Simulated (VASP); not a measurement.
# GaSi16 (a cell with a defect) in VASP: further runs, part 2 of 2

VASP 6.6.1. The steps go on from the part before.

### 4 Single point, PBEsol, collinear spin, zero start

Input file INCAR:

```
SYSTEM = GaSi16
PREC     = Accurate       ! precision mode
ENCUT    = 520            ! plane-wave cutoff, eV
EDIFF    = 1E-7           ! SCF threshold, eV
ISMEAR   = 0              ! smearing method
SIGMA    = 0.05           ! smearing width, eV
LREAL    = Auto         
LASPH    = .TRUE.         ! aspherical terms in the spheres
NELM     = 150            ! most SCF steps
ALGO     = Normal         ! electronic algorithm
ISIF     = 2              ! what is computed and relaxed
LWAVE    = .FALSE.        ! write WAVECAR
LCHARG   = .FALSE.        ! write CHGCAR
ISPIN    = 2              ! spin polarisation
MAGMOM   = 0 0 0 0 0 0 0 0 0 0 0 0 0 0 0 0 0 ! initial moments
LORBIT   = 11             ! projections on sites
GGA      = PS             ! functional
NBANDS   = 56             ! bands
```

Input file KPOINTS:

```
Automatic mesh
0
G
  2 2 2
  0 0 0
```

Input file POSCAR:

```
GaSi16
1.0
    0.0000000000      5.4300000000      5.4300000000
    5.4300000000      0.0000000000      5.4300000000
    5.4300000000      5.4300000000      0.0000000000
Si Ga
16 1
Direct
   -0.0176299263     -0.0173682320     -0.0174798343
    0.1071418048      0.1072872928      0.1070302026
    0.0063444751      0.0077315838      0.4761177716
    0.1251606814      0.1262094843      0.6113608656
    0.0064714549      0.4763101289      0.0079302026
    0.1253637201      0.6114637201      0.1264790055
    0.0153103131      0.4976591160      0.4980493554
    0.1608875691      0.6136258748      0.6143395028
    0.4764642726      0.0066974217      0.0068397790
    0.6110374770      0.1257582873      0.1258371087
    0.4968952118      0.0146968692      0.4976771639
    0.6127329650      0.1602615101      0.6142390424
    0.4972142726      0.4976299263      0.0146590239
    0.6133909761      0.6142406998      0.1598697974
    0.5216980663      0.5208711786      0.5205534991
    0.6456683241      0.6453882136      0.6454022099
    0.7854906077      0.7842471455      0.7836421731
```

On the command line:

```
> cat potpaw_PBE.64/Si/POTCAR potpaw_PBE.64/Ga_d/POTCAR > POTCAR
> mpirun -np 1 vasp_std > vasp.out
```

Run time: 14 min. Hardware: 1 thread of Intel Xeon 6975P-C, shared host; peak memory 0.72 GiB.

It converged, with:

```yaml
Free_energy: -91.3820 eV
Pressure: 3.5 GPa
Largest_force: 0.732 eV/Å
Net_moment: 0.00 μB per cell
Valence_electrons_inside_the_program's_atomic_spheres: Si 1.70, 1.69, 1.67, 1.73; Ga 11.90
```

Forces in eV/Å, atoms in the order of the input:
```
Si   0.090  0.079  0.073
Si   0.087  0.094  0.093
Si   0.047  0.063 -0.024
Si   0.012  0.025  0.038
Si   0.047 -0.027  0.061
Si   0.009  0.036  0.025
Si  -0.038  0.001  0.006
Si   0.018  0.035  0.047
Si  -0.005  0.049  0.051
Si   0.040  0.016  0.020
Si   0.009 -0.042  0.020
Si   0.027  0.020  0.045
Si   0.015  0.023 -0.045
Si   0.031  0.040  0.011
Si   0.005  0.010  0.010
Si   0.004  0.007  0.010
Ga  -0.397 -0.428 -0.441
```

Stress tensor (GPa, compression positive):
```
 3.55 -0.83 -0.84
-0.83  3.50 -0.85
-0.84 -0.85  3.53
```

Levels at points of the mesh, in eV from the Fermi level:
Spin up:
```
           k point  band 35  band 36  band 37  band 38  band 39  band 40  band 41  band 42
(0.00, 0.00, 0.00)    -1.56    -0.76    -0.61    -0.60    -0.55    -0.18    -0.18     0.04
(0.50, 0.00, 0.00)    -1.44    -1.43    -1.43    -0.70     0.16     0.24     0.69     0.74
(0.00, 0.50, 0.00)    -1.44    -1.43    -1.43    -0.70     0.16     0.24     0.68     0.73
(0.00, 0.00, 0.50)    -1.44    -1.43    -1.42    -0.70     0.15     0.24     0.68     0.74
(0.50, 0.50, 0.50)    -1.37    -1.30    -1.30    -1.13    -0.03     0.36     0.37     1.07
(0.50, 0.50, 0.00)    -2.05    -1.89    -1.81    -0.50     0.12     0.78     1.27     1.39
(0.00, 0.50, 0.50)    -2.05    -1.89    -1.81    -0.49     0.11     0.78     1.27     1.40
(0.50, 0.00, 0.50)    -2.05    -1.89    -1.81    -0.49     0.12     0.78     1.27     1.39
```
Spin down:
| k point | band 36 | band 37 | band 38 | band 39 | band 40 | band 41 |
| --- | --- | --- | --- | --- | --- | --- |
| (0.00, 0.00, 0.00) | -0.76 | -0.61 | -0.60 | -0.55 | -0.18 | -0.18 |
| (0.50, 0.00, 0.00) | -1.43 | -1.43 | -0.70 | 0.16 | 0.24 | 0.69 |
| (0.00, 0.50, 0.00) | -1.43 | -1.43 | -0.70 | 0.16 | 0.24 | 0.68 |
| (0.00, 0.00, 0.50) | -1.43 | -1.42 | -0.70 | 0.15 | 0.24 | 0.68 |
| (0.50, 0.50, 0.50) | -1.30 | -1.30 | -1.13 | -0.03 | 0.36 | 0.37 |
| (0.50, 0.50, 0.00) | -1.89 | -1.81 | -0.50 | 0.12 | 0.78 | 1.27 |
| (0.00, 0.50, 0.50) | -1.89 | -1.81 | -0.49 | 0.11 | 0.78 | 1.27 |
| (0.50, 0.00, 0.50) | -1.89 | -1.81 | -0.49 | 0.12 | 0.78 | 1.27 |

Caveat: the k points lie up to 0.50 Å⁻¹ apart; the PAW data sets were made with another functional, which shifts forces and pressure a little.

### 5 Single point, PBEsol, collinear spin, zero start

Input file INCAR:

```
  PREC = Accurate
  ENCUT = 520
  EDIFF = 1E-7
  ISMEAR = 0
  SIGMA = 0.05
  LREAL = Auto
  LASPH = True
  NELM = 150
  ALGO = Normal
  ISIF = 2
  LWAVE = False
  LCHARG = False
  ISPIN = 2
  MAGMOM = 0 0 0 0 0 0 0 0 0 0 0 0 0 0 0 0 0
  LORBIT = 11
  GGA = PS
  NBANDS = 56
```

Input file KPOINTS:

```
Automatic mesh
0
Gamma
  2 2 2
```

Input file POSCAR:

```
GaSi16
1.0
    0.0000000000      5.4300000000      5.4300000000
    5.4300000000      0.0000000000      5.4300000000
    5.4300000000      5.4300000000      0.0000000000
Si Ga
16 1
Direct
   -0.0092530387     -0.0084099448     -0.0080749540
    0.1149339779      0.1152905157      0.1153140884
    0.0038161142      0.0044043278      0.4876282689
    0.1236207182      0.1246214549      0.6209216390
    0.0037896869      0.4875383057      0.0044896869
    0.1236122468      0.6205146409      0.1249395028
    0.0095225599      0.4977166667      0.4980481584
    0.1525923573      0.6157507366      0.6165686004
    0.4871897790      0.0040459484      0.0041566298
    0.6195674954      0.1243347145      0.1246549724
    0.4969937385      0.0092119705      0.4980294659
    0.6153820442      0.1507531308      0.6176770718
    0.4971085635      0.4978260589      0.0090794659
    0.6160988950      0.6175996317      0.1498930018
    0.5136266114      0.5117796501      0.5109058011
    0.6333965930      0.6334293738      0.6334279006
    0.7677001842      0.7650583794      0.7638064457
```

On the command line:

```
> cat potpaw_PBE.64/Si/POTCAR potpaw_PBE.64/Ga_d/POTCAR > POTCAR
> mpirun -np 1 vasp_std > vasp.out
```

Run time: 12 min. Hardware: 1 thread of Intel Xeon 6975P-C, shared host; peak memory 0.72 GiB.

Results (log left out):

* Free energy: -91.6236 eV
* Pressure: 4.1 GPa
* Largest force: 0.178 eV/Å
* Net moment: 0.00 μB per cell
* Valence electrons inside the program's atomic spheres: Si 1.70, 1.67, 1.68, 1.69, 1.75; Ga 11.88

Forces on the atoms (eV/Å):
```
Si   0.068  0.067  0.066
Si   0.056  0.059  0.057
Si   0.024  0.030 -0.014
Si   0.024  0.035 -0.010
Si   0.024 -0.012  0.029
Si   0.023 -0.010  0.037
Si   0.016 -0.015 -0.014
Si   0.040 -0.031 -0.017
Si  -0.004  0.025  0.026
Si  -0.006  0.027  0.031
Si  -0.010  0.012 -0.006
Si  -0.037  0.029 -0.003
Si  -0.008 -0.004  0.009
Si  -0.032 -0.009  0.024
Si  -0.054 -0.051 -0.052
Si  -0.053 -0.045 -0.042
Ga  -0.073 -0.107 -0.122
```

Stress tensor (GPa, compression positive):
```
 4.09 -0.12 -0.14
-0.12  4.05 -0.17
-0.14 -0.17  4.04
```

Levels at points of the mesh, in eV from the Fermi level:
Spin up:
```csv
k point,band 36,band 37,band 38,band 39,band 40,band 41
"(0.00, 0.00, 0.00)",-0.68,-0.61,-0.60,-0.30,-0.14,-0.14
"(0.50, 0.00, 0.00)",-1.38,-1.36,-0.92,0.18,0.50,0.72
"(0.00, 0.50, 0.00)",-1.38,-1.35,-0.91,0.18,0.49,0.72
"(0.00, 0.00, 0.50)",-1.38,-1.35,-0.91,0.18,0.48,0.72
"(0.50, 0.50, 0.50)",-1.34,-1.33,-1.11,0.08,0.48,0.50
"(0.50, 0.50, 0.00)",-1.89,-1.82,-0.59,0.25,1.04,1.25
"(0.00, 0.50, 0.50)",-1.89,-1.81,-0.58,0.24,1.04,1.25
"(0.50, 0.00, 0.50)",-1.89,-1.81,-0.58,0.25,1.04,1.25
```
Spin down:
| k point | band 35 | band 36 | band 37 | band 38 | band 39 | band 40 | band 41 | band 42 |
| --- | --- | --- | --- | --- | --- | --- | --- | --- |
| (0.00, 0.00, 0.00) | -1.60 | -0.68 | -0.61 | -0.60 | -0.30 | -0.14 | -0.14 | -0.01 |
| (0.50, 0.00, 0.00) | -1.40 | -1.38 | -1.36 | -0.92 | 0.18 | 0.50 | 0.72 | 0.79 |
| (0.00, 0.50, 0.00) | -1.39 | -1.38 | -1.35 | -0.91 | 0.18 | 0.49 | 0.72 | 0.79 |
| (0.00, 0.00, 0.50) | -1.39 | -1.38 | -1.35 | -0.91 | 0.18 | 0.48 | 0.72 | 0.79 |
| (0.50, 0.50, 0.50) | -1.35 | -1.34 | -1.33 | -1.11 | 0.08 | 0.48 | 0.50 | 0.99 |
| (0.50, 0.50, 0.00) | -2.01 | -1.89 | -1.82 | -0.59 | 0.25 | 1.04 | 1.25 | 1.37 |
| (0.00, 0.50, 0.50) | -2.01 | -1.89 | -1.81 | -0.58 | 0.24 | 1.04 | 1.25 | 1.38 |
| (0.50, 0.00, 0.50) | -2.01 | -1.89 | -1.81 | -0.58 | 0.25 | 1.04 | 1.25 | 1.37 |

Caveat: the k points lie up to 0.50 Å⁻¹ apart; the PAW data sets were made with another functional, which shifts forces and pressure a little.
